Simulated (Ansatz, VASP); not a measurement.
**One calculation of Sb, two programs**

INCAR

```
SYSTEM = Sb
PREC = Accurate
ENCUT = 520
EDIFF = 1E-6
ISMEAR = 0
SIGMA = 0.15
LREAL = .False.
LASPH = .True.
NELM = 100
ALGO = Normal
ISIF = 2
LWAVE = .False.
LCHARG = .True.
GGA = PS
LELF = .True.
LVHAR = .True.
NBANDS = 8
```

Contents of KPOINTS:

```
regular mesh
0
Gamma
  16 16 16
  0 0 0
```

File POSCAR:

```
Sb
1.0
    3.1442000000      0.0000000000      0.0000000000
    0.0000000000      3.1600000000      0.0000000000
    0.0000000000      0.0000000000      3.1600000000
Sb
1
Direct
    0.0000000000      0.0000000000      0.0000000000
```

Input for Ansatz:

```yaml
crystal:
  lattice:
    - [3.1442, 0.0, 0.0]
    - [0.0, 3.16, 0.0]
    - [0.0, 0.0, 3.16]
  atoms:
    - { symbol: Sb, position: [0.0, 0.0, 0.0] }
basis:
  ecutwfc: 420
kpoints:
  mp_grid: { grid: [16, 16, 16] }
hamiltonian:
  xc: pbesol
scf:
  occupations: { method: gaussian, width: 0.15 }
output:
  forces: true
  stress: true
  eigenvalues: true
```

Change from the starting cell: strain -0.0050 x Voigt [1, 0, 0, 0, 0, 0], atoms carried along.

Alike in both runs: task single point; functional PBEsol; k mesh 16 × 16 × 16; occupations gaussian, width 0.15 eV; no spin polarisation.

|  | VASP | Ansatz |
| --- | --- | --- |
| version | VASP 6.6.1 | Ansatz 0.2.0 |
| potentials or method | VASP PAW PBE potentials, release 64 (Sb), cutoff 520 eV | scalar-relativistic, plane waves, PAW |
| valence electrons in the cell | 5 | 15 |

Ansatz gave:

```
gap on the k mesh at the Fermi level (eV)                     : none
pressure (GPa)                                                : -4.7
traceless stress, the component that is largest in VASP (GPa) : 0.28
```

**Question.** Estimate VASP's values.

**Answer.** gap on the k mesh at the Fermi level (eV): none; pressure (GPa): -4.7; traceless stress, the component that is largest in VASP (GPa): 0.29.

VASP's potentials were made for PBE, not for PBEsol. A gap of «none» marks a metal or a gap that the smearing closes. VASP's potentials hold 5 valence electrons a cell and Ansatz's 15, so a difference there can come from the potentials and not from the codes.

Neither program's run includes spin-orbit coupling.
